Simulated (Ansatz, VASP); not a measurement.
One calculation of SiC5, two programs

```
CELL_PARAMETERS angstrom
0.00000 3.06196 3.06196
3.06196 0.00000 3.06196
3.06196 3.06196 0.00000
ATOMIC_POSITIONS crystal
Si 0.50000 0.50000 0.50000
C 0.27161 0.90946 0.90946
C 0.90946 0.90946 0.90946
C 0.25000 0.25000 0.25000
C 0.90946 0.90946 0.27161
C 0.90946 0.27161 0.90946
```

Change from the starting cell: species swapped into the HfNi5 type (F-43m, No. 216).

Alike in both runs: functional PBE; k mesh 4 × 4 × 4; occupations gaussian, width 0.1 eV; collinear spin.

Ansatz relaxed the structure, and its values are those at the end. VASP's run is a single point on that final structure, the one shown.

|  | VASP | Ansatz |
| --- | --- | --- |
| version | VASP 6.6.1 | Ansatz 0.2.0 |
| potentials or method | VASP PAW PBE potentials, release 64 (Si, C), cutoff 520 eV | scalar-relativistic, plane waves, PAW |
| valence electrons in the cell | 24 | 24 |

Ansatz gave:

```
gap on the k mesh at the Fermi level (eV)                     : none
pressure (GPa)                                                : -0.4
rms of the force components (eV/Å)                            : 0.003
net moment per atom (μB)                                      : 0.02
size of the moment on the site where the two differ most (μB) : 0.09
```

Problem. What did VASP give for the same quantities?

Solution. gap on the k mesh at the Fermi level (eV): none; pressure (GPa): 0.0; rms of the force components (eV/Å): 0.057; net moment per atom (μB): 0.00; size of the moment on the site where the two differ most (μB): 0.00.

Site moments also hang on the region over which each program counts them. A gap of «none» marks a metal or a gap that the smearing closes. Ansatz's warnings: seeded moment not kept.

The k mesh is coarse, so the values compare programs but aren't converged.
